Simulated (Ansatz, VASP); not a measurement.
# One calculation of ZnSe, two programs

INCAR

```
PREC = Accurate ; ENCUT = 500
EDIFF = 1E-6 ; ISMEAR = 0
SIGMA = 0.1 ; LREAL = False
LASPH = True ; NELM = 200
ALGO = Normal ; ISIF = 2
LWAVE = False ; LCHARG = False
LDAU = True ; LDAUTYPE = 2
LDAUL = 2 -1 ; LDAUU = 3.4 0
LDAUJ = 0 0 ; LDAUPRINT = 1
GGA = PE ; NBANDS = 16
GGA_COMPAT = False
```

Contents of KPOINTS:

```
regular mesh
0
Gamma
  4 4 4
```

Contents of POSCAR:

```
ZnSe
1.0
    0.0000000000      2.8324425407      2.8324425407
    2.8324425407      0.0000000000      2.8324425407
    2.8324425407      2.8324425407      0.0000000000
Zn Se
1 1
Direct
    0.0000000000      0.0000000000      0.0000000000
    0.7500000000      0.7500000000      0.7500000000
```

Input for Ansatz:

```yaml
crystal:
  lattice:
    - [0.0, 2.8324425407, 2.8324425407]
    - [2.8324425407, 0.0, 2.8324425407]
    - [2.8324425407, 2.8324425407, 0.0]
  atoms:
    - { symbol: Zn, position: [0.0, 0.0, 0.0] }
    - { symbol: Se, position: [0.75, 0.75, 0.75] }
basis: {}
kpoints:
  mp_grid: { grid: [4, 4, 4] }
hamiltonian:
  xc: pbe
  hubbard: { sites: [{ species: Zn, l: d, u_eff: 3.4 }] }
scf:
  occupations: { method: gaussian, width: 0.1 }
  n_extra_bands: 3
output:
  forces: true
  stress: true
  eigenvalues: true
```

Alike in both runs: task single point; functional PBE; k mesh 4 × 4 × 4; occupations gaussian, width 0.1 eV; no spin polarisation; Hubbard terms Zn d U = 3.4 eV.

|  | VASP | Ansatz |
| --- | --- | --- |
| version | VASP 6.6.1 | Ansatz 0.2.0 |
| potentials or method | VASP PAW PBE potentials, release 64 (Zn, Se) | scalar-relativistic, plane waves, PAW |
| plane-wave cutoff (eV) | 500 | 420 |
| valence electrons in the cell | 18 | 28 |

|  | VASP | Ansatz | Ansatz less VASP |
| --- | --- | --- | --- |
| gap on the k mesh at the Fermi level (eV) | 1.47 | 1.38 | -0.094 |
| least direct gap on the mesh (eV) | 1.47 | 1.38 | -0.094 |
| pressure (GPa) | 2.0 | 2.8 | +0.78 |

The programs project onto different local orbitals, so the same U acts differently, and such runs can settle in different states. VASP's potentials hold 18 valence electrons a cell and Ansatz's 28, so a difference there can come from the potentials and not from the codes.

The k mesh is coarse, so the values compare programs but aren't converged.
